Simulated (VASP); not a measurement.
# Si (Fddd) in VASP: notebook

Runs on Si. Level: LDA. Tasks: single point.

Program: VASP 6.6.1. These are calculated values, not measurements. Logs are shortened: lines on timing, memory, paths and dates and some standing lists are left out, and cuts for length are marked.

### 1 The cell of the first run

Symmetry: Fddd, No. 70, orthorhombic system. The conventional cell has a = 4.861 Å, b = 5.591 Å, c = 5.753 Å, α = 90.00°, β = 90.00°, γ = 90.00°. Si (site symmetry 222) has 4 Si at 2.34 Å within 3.1 Å.

### 2 Single point, LDA

Contents of INCAR:

```
PREC = Accurate
ENCUT = 520
EDIFF = 1E-6
ISMEAR = 0
SIGMA = 0.05
LREAL = False
LASPH = True
NELM = 100
ALGO = Normal
ISIF = 2
LWAVE = False
LCHARG = False
GGA = CA
NBANDS = 11
```

Contents of KPOINTS:

```
Automatic mesh
0
Gamma
  12 12 12
```

Contents of POSCAR:

```
Si
1.0
    0.0000000000      2.8763508721      2.7953269038
    2.4307190468      0.0000000000      2.7953269038
    2.4307190468      2.8763508721      0.0000000000
Si
2
Direct
    0.5000000000      0.5000000000      0.5000000000
    0.7500000000      0.7500000000      0.7500000000
```

Potentials or basis: VASP PAW LDA potentials, release 64 (Si).

On the command line:

```
> cat potpaw_LDA.64/Si/POTCAR > POTCAR
> mpirun -np 1 vasp_std > vasp.out
```

OUTCAR:

```text
PREC = Accurate
   ENCUT = 520
   EDIFF = 1E-6
   ISMEAR = 0
   LREAL = False
   LASPH = True
   NELM = 100
   ISIF = 2
   GGA = CA

 ion  position               nearest neighbor table
   1  0.500  0.500  0.500-   2 2.34   2 2.34   2 2.34   2 2.34
   2  0.750  0.750  0.750-   1 2.34   1 2.34   1 2.34   1 2.34

  LATTYP: Found a face centered orthorhombic cell.
 ALAT       =     4.8614380936
 B/A-ratio  =     1.1500000000
 C/A-ratio  =     1.1833333334

  Lattice vectors:

 A1 = (   0.0000000000,   2.8763508721,  -2.7953269038)
 A2 = (   2.4307190468,   2.8763508721,   0.0000000000)
 A3 = (   2.4307190468,   0.0000000000,  -2.7953269038)

Analysis of symmetry for initial positions (statically):
=====================================================================
 Subroutine PRICEL returns:
 Original cell was already a primitive cell.

 Routine SETGRP: Setting up the symmetry group for a
 face centered orthorhombic supercell.

 Subroutine GETGRP returns: Found  8 space group operations
 (whereof  4 operations were pure point group operations)
 out of a pool of  8 trial point group operations.

The static configuration has the point symmetry D_2 .
 The point group associated with its full space group is D_2h.

Analysis of symmetry for dynamics (positions and initial velocities):
=====================================================================
 Subroutine PRICEL returns:
 Original cell was already a primitive cell.

 Routine SETGRP: Setting up the symmetry group for a
 face centered orthorhombic supercell.

 Subroutine GETGRP returns: Found  8 space group operations
 (whereof  4 operations were pure point group operations)
 out of a pool of  8 trial point group operations.

The dynamic configuration has the point symmetry D_2 .
 The point group associated with its full space group is D_2h.

 Subroutine INISYM returns: Found  8 space group operations
 (whereof  4 operations are pure point group operations),
 and found     1 'primitive' translations

----------------------------------------------------------------------------------------

                                     Primitive cell

  volume of cell :      39.0876

  direct lattice vectors                    reciprocal lattice vectors
     0.000000000  2.876350872  2.795326904    -0.205700449  0.173831366  0.178869956
     2.430719047  0.000000000  2.795326904     0.205700449 -0.173831366  0.178869956
     2.430719047  2.876350872  0.000000000     0.205700449  0.173831366 -0.178869956

  length of vectors
     4.010891028  3.704355218  3.765871669     0.323302458  0.323302458  0.323302458

  position of ions in fractional coordinates (direct lattice)
     0.500000000  0.500000000  0.500000000
     0.750000000  0.750000000  0.750000000

  ion indices of the primitive-cell ions
   primitive index   ion index
                 1           1
                 2           2

----------------------------------------------------------------------------------------

 KPOINTS: Automatic mesh

Automatic generation of k-mesh.
 Grid dimensions read from file:
 generate k-points for:   12   12   12

 Generating k-lattice:

  Cartesian coordinates                     Fractional coordinates (reciprocal lattice)
    -0.017141704  0.014485947  0.014905830     0.083333333  0.000000000  0.000000000
     0.017141704 -0.014485947  0.014905830     0.000000000  0.083333333 -0.000000000
     0.017141704  0.014485947 -0.014905830     0.000000000 -0.000000000  0.083333333

  Length of vectors
     0.026941872  0.026941872  0.026941872

  Shift w.r.t. Gamma in fractional coordinates (k-lattice)
     0.000000000  0.000000000  0.000000000

 Subroutine IBZKPT returns following result:
 ===========================================

 Found    280 irreducible k-points:

 Following reciprocal coordinates:
            Coordinates               Weight
  0.000000  0.000000  0.000000      1.000000
  0.083333  0.000000  0.000000      8.000000
  0.166667  0.000000  0.000000      8.000000
  0.250000 -0.000000 -0.000000      8.000000
  0.333333 -0.000000 -0.000000      8.000000
  0.416667  0.000000  0.000000      8.000000
[... 16 lines left out ...]
  0.500000  0.166667 -0.000000      8.000000
 -0.416667  0.166667 -0.000000      8.000000
 [... further k-points ...]
   k-points           NKPTS =    280   k-points in BZ     NKDIM =    280   number of bands    NBANDS=     11
   number of dos      NEDOS =    301   number of ions     NIONS =      2
   total plane-waves  NPLWV =  23520
   dimension x,y,z NGX =    30 NGY =   28 NGZ =   28
   dimension x,y,z NGXF=    60 NGYF=   56 NGZF=   56
   ions per type =               2
   NGX,Y,Z   is equivalent  to a cutoff of  12.43, 12.57, 12.36 a.u.
   NGXF,Y,Z  is equivalent  to a cutoff of  24.87, 25.13, 24.72 a.u.
 SYSTEM =  unknown system
   PREC   = accura    normal or accurate (medium, high low for compatibility)
   ISTART =      0    job   : 0-new  1-cont  2-samecut
   ICHARG =      2    charge: 1-file 2-atom 10-const
   ISPIN  =      1    spin polarized calculation?
   LNONCOLLINEAR =      F non collinear calculations
   LSORBIT =      F    spin-orbit coupling
   LASPH  =      T    aspherical Exc in radial PAW
   ENCUT  =  520.0 eV  38.22 Ry    6.18 a.u.   7.46  6.89  7.00*2*pi/ulx,y,z
   NELM   =    100;   NELMIN=  2; NELMDL= -5     # of ELM steps
   EDIFF  = 0.1E-05   stopping-criterion for ELM
   LREAL  =      F    real-space projection
   EDIFFG = 0.1E-04   stopping-criterion for IOM
   NSW    =      0    number of steps for IOM
   IBRION =     -1    ionic relax: 0-MD 1-quasi-New 2-CG
   NFREE  =      0    steps in history (QN), initial steepest desc. (CG)
   ISIF   =      2    stress and relaxation
   ISYM   =      2    0-nonsym 1-usesym 2-fastsym
   POTIM  = 0.5000    time-step for ionic-motion
   TEBEG  =    0.0;   TEEND  =   0.0 temperature during run
   PSTRESS=    0.0 pullay stress
   NELECT =       8.0000    total number of electrons
   NUPDOWN=      -1.0000    fix difference up-down
   EMIN   =  10.00;   EMAX   =-10.00  energy-range for DOS
   EFERMI =   0.00;   METHOD = LEGACY
   ISMEAR =     0;   SIGMA  =   0.05  broadening in eV -4-tet -1-fermi 0-gaus
   EFERMI_NEDOS =   21; number of points for ismear=-14 and -15
   IALGO  =     38    algorithm
   IMIX   =      4    mixing-type and parameters
     AMIX     =   0.40;   BMIX     =  1.00
     AMIX_MAG =   1.60;   BMIX_MAG =  1.00
  volume/ion in A,a.u.               =      19.54       131.89
  Fermi-wavevector in a.u.,A,eV,Ry     =   0.964773  1.823156 12.664122  0.930787
  Thomas-Fermi vector in A             =   2.094433
   LORBIT       =      0    0 simple, 1 ext, 2 COOP (PROOUT), +10 PAW based schemes
   GGA     = CA    functional components
   LHFCALC =     F    Hartree Fock is set to
   AEXX    =    0.0000 exact exchange contribution
   IVDW    =     0    specifies the selected vdW correction
   LEPSILON=     F    determine dielectric tensor
   LRPA    =     F    only Hartree local field effects (RPA)
 non-spin polarized calculation
 Gauss-broadening in eV      SIGMA  =   0.05
  energy-cutoff  :      520.00
  volume of cell :       39.09
 maximum number of plane-waves:      1072
 NGX is ok and might be reduce to    30
   NGX = 15   NGY = 13   NGZ = 13

 number of electron       8.0000000 magnetization

 Free energy of the ion-electron system (eV)
  ---------------------------------------------------
  ext. energy  EPLUGINS =         0.00000000
  ---------------------------------------------------
  free energy    TOTEN  =       -11.76876292 eV

  energy without entropy =      -11.76848485  energy(sigma->0) =      -11.76862389

 E-fermi :   6.0655     XC(G=0):  -9.7219

 val. band max:        6.0651121748   @ k =  -0.1667   0.4167   0.4167
 cond. band min:       6.1268704598   @ k =  -0.0833   0.4167   0.3333
 fundamental gap:      0.0617582850
 Fermi energy:         6.0654586918

 k-point     1 :       0.0000    0.0000    0.0000
  band No.  band energies     occupation
      1      -6.0802      2.00000
      2       5.6062      2.00000
      3       5.8894      2.00000
      4       6.6718      0.00000
      5       8.3178      0.00000
      6       8.8465      0.00000
      7       8.9340      0.00000
      8       9.2726      0.00000
      9      12.4358      0.00000
     10      13.8612      0.00000
     11      14.6791      0.00000

 k-point     2 :       0.0833    0.0000    0.0000
  band No.  band energies     occupation
      1      -5.9861      2.00000
      2       5.0582      2.00000
      3       5.5915      2.00000
      4       6.3539      0.00000
      5       8.3419      0.00000
      6       8.9733      0.00000
      7       9.1041      0.00000
      8       9.9965      0.00000
      9      12.3187      0.00000
     10      14.1045      0.00000
     11      14.3185      0.00000

 k-point     3 :       0.1667    0.0000    0.0000
  band No.  band energies     occupation
      1      -5.7066      2.00000
      2       3.6264      2.00000
      3       5.1732      2.00000
      4       6.0401      1.52688
      5       8.0739      0.00000
      6       9.2969      0.00000
      7       9.4008      0.00000
      8      11.4071      0.00000
      9      12.4127      0.00000
     10      13.5181      0.00000
     11      15.2429      0.00000

 k-point     4 :       0.2500   -0.0000   -0.0000
  band No.  band energies     occupation
      1      -5.2523      2.00000
      2       2.0790      2.00000
      3       4.7634      2.00000
      4       5.7889      2.00000
      5       7.6555      0.00000
      6       9.2794      0.00000
      7       9.9123      0.00000
      8      12.6614      0.00000
      9      13.2034      0.00000
     10      13.4215      0.00000
     11      15.6983      0.00000

 k-point     5 :       0.3333   -0.0000   -0.0000
  band No.  band energies     occupation
      1      -4.6522      2.00000
      2       0.6472      2.00000
      3       4.4379      2.00000
      4       5.6062      2.00000
      5       7.2910      0.00000
      6       9.0491      0.00000
      7      10.3354      0.00000
      8      13.3696      0.00000
      9      14.0385      0.00000
     10      14.4538      0.00000
     11      15.8908      0.00000
[... 211 lines left out ...]
 k-point    21 :       0.3333    0.1667   -0.0000
  band No.  band energies     occupation
      1      -4.8011      2.00000
      2       1.5828      2.00000
      3       3.7901      2.00000
      4       4.6487      2.00000
      5       8.1395      0.00000
      6       9.6376      0.00000
      7      10.3249      0.00000
      8      11.6915      0.00000
      9      13.9989      0.00000
     10      15.5117      0.00000
     11      16.6870      0.00000

 k-point    22 :       0.4167    0.1667    0.0000
  band No.  band energies     occupation
      1      -4.1761      2.00000
      2       0.3571      2.00000
      3       3.2670      2.00000
      4       4.5281      2.00000
      5       8.0742      0.00000
      6       9.4741      0.00000
      7      11.4893      0.00000
      8      11.6688      0.00000
      9      15.0609      0.00000
     10      15.9277      0.00000
     11      16.8269      0.00000

 k-point    23 :       0.5000    0.1667   -0.0000
  band No.  band energies     occupation
      1      -3.5460      2.00000
      2      -0.6252      2.00000
      3       2.8883      2.00000
      4       4.5348      2.00000
      5       8.0428      0.00000
      6       9.4090      0.00000
      7      11.5244      0.00000
      8      13.0133      0.00000
      9      14.6615      0.00000
     10      16.2171      0.00000
     11      16.8210      0.00000

 k-point    24 :      -0.4167    0.1667   -0.0000
  band No.  band energies     occupation
      1      -3.3565      2.00000
      2      -0.8727      2.00000
      3       2.6811      2.00000
      4       4.6616      2.00000
      5       8.1007      0.00000
      6       9.4983      0.00000
      7      11.3625      0.00000
      8      13.3718      0.00000
      9      14.5452      0.00000
     10      15.9238      0.00000
     11      17.4462      0.00000

 [... further k-points ...]

------------------------ aborting loop because EDIFF is reached ----------------------------------------

  FORCE on cell =-STRESS in cart. coord.  units (eV):
  Direction    XX          YY          ZZ          XY          YZ          ZX
  --------------------------------------------------------------------------------------
  -------------------------------------------------------------------------------------
  Total        1.5342831     -1.3611253     -0.3571457      0.0000000      0.0000000      0.0000000
  in kB       62.8893134    -55.7916840    -14.6391800      0.0000000      0.0000000      0.0000000
  external PRESSURE =      -2.5138502 kB  Pullay stress =       0.0000000 kB

 VOLUME and BASIS-vectors are now :
 -----------------------------------------------------------------------------
  energy-cutoff  :      520.00
  volume of cell :       39.09
      direct lattice vectors                 reciprocal lattice vectors
     0.000000000  2.876350872  2.795326904    -0.205700449  0.173831366  0.178869956
     2.430719047  0.000000000  2.795326904     0.205700449 -0.173831366  0.178869956
     2.430719047  2.876350872  0.000000000     0.205700449  0.173831366 -0.178869956

 POSITION                                       TOTAL-FORCE (eV/Angst)
 -----------------------------------------------------------------------------------
      2.43072      2.87635      2.79533         0.000000      0.000000     -0.000000
      3.64608      4.31453      4.19299         0.000000     -0.000000      0.000000
 -----------------------------------------------------------------------------------
    total drift:                                0.000000     -0.000000     -0.000000

  FREE ENERGIE OF THE ION-ELECTRON SYSTEM (eV)
  ---------------------------------------------------
  free  energy   TOTEN  =       -11.7687629189 eV

  energy  without entropy=      -11.7684848538  energy(sigma->0) =      -11.76862389
```

It took 68 s on 1 thread of Intel Xeon Platinum 8259CL at 2.50GHz (Skylake/Cascade Lake), shared host; peak memory 0.21 GiB.

What came out:

* Free energy: -11.7688 eV
* Pressure: -0.3 GPa
* Band gap on the k mesh: zero (band 4 reaches 6.67 eV, above the bottom of band 5 at 5.57 eV)

Caveat: the cell differs from its parent crystal (strain +e along x and -e along y -0.0825, strain +e along z and -e/2 along x and y +0.0350).

### 3 Single point, LDA

Contents of INCAR:

```
SYSTEM = Si
  ALGO = Normal
  EDIFF = 1E-7
  ENCUT = 520
  ISIF = 2
  ISMEAR = 0
  LASPH = .TRUE.
  LCHARG = .TRUE.
  LELF = .TRUE.
  LREAL = .FALSE.
  LVHAR = .TRUE.
  LWAVE = .FALSE.
  NBANDS = 11
  NELM = 60
  PREC = Accurate
  SIGMA = 0.05
```

Contents of KPOINTS:

```
k-points
0
G
  12 12 12
  0 0 0
```

Contents of POSCAR:

```
Si
1.0
    0.0000000000      2.8257108919      2.7480629224
    2.5286230084      0.0000000000      2.7480629224
    2.5286230084      2.8257108919      0.0000000000
Si
2
Direct
    0.5000000000      0.5000000000      0.5000000000
    0.7500000000      0.7500000000      0.7500000000
```

Potentials or basis: VASP PAW LDA potentials, release 64 (Si).

On the command line:

```
> cat potpaw_LDA.64/Si/POTCAR > POTCAR
> mpirun -np 1 vasp_std > vasp.out
```

It took 95 s on 1 thread of Intel Xeon Platinum 8259CL at 2.50GHz (Skylake/Cascade Lake), shared host; peak memory 0.21 GiB.

The run converged. Its results:

```yaml
Free_energy: -11.8489 eV
Pressure: 0.0 GPa
Band_gap_on_the_k_mesh: zero (band 4 reaches 6.40 eV, above the bottom of band 5 at 5.84 eV)
```

Stress tensor (GPa, compression positive):
```
 4.87  0.00  0.00
 0.00 -4.26  0.00
 0.00  0.00 -0.74
```

Levels at points of the mesh, in eV from the Fermi level:
```csv
k point,band 2,band 3,band 4,band 5,band 6,band 7
"(0.00, 0.00, 0.00)",-0.44,-0.19,0.30,2.23,2.54,2.63
"(0.50, 0.00, 0.00)",-7.19,-1.77,-0.88,1.09,2.83,3.87
"(0.50, 0.50, 0.00)",-8.09,-2.84,-2.84,0.63,0.63,9.00
"(0.50, 0.00, 0.50)",-8.26,-2.62,-2.62,0.86,0.86,9.35
"(0.00, 0.50, 0.50)",-7.59,-3.49,-3.49,-0.04,-0.04,9.77
```

Caveat: the cell differs from its parent crystal (strain +e along x and -e along y -0.0550, strain +e along z and -e/2 along x and y +0.0175).
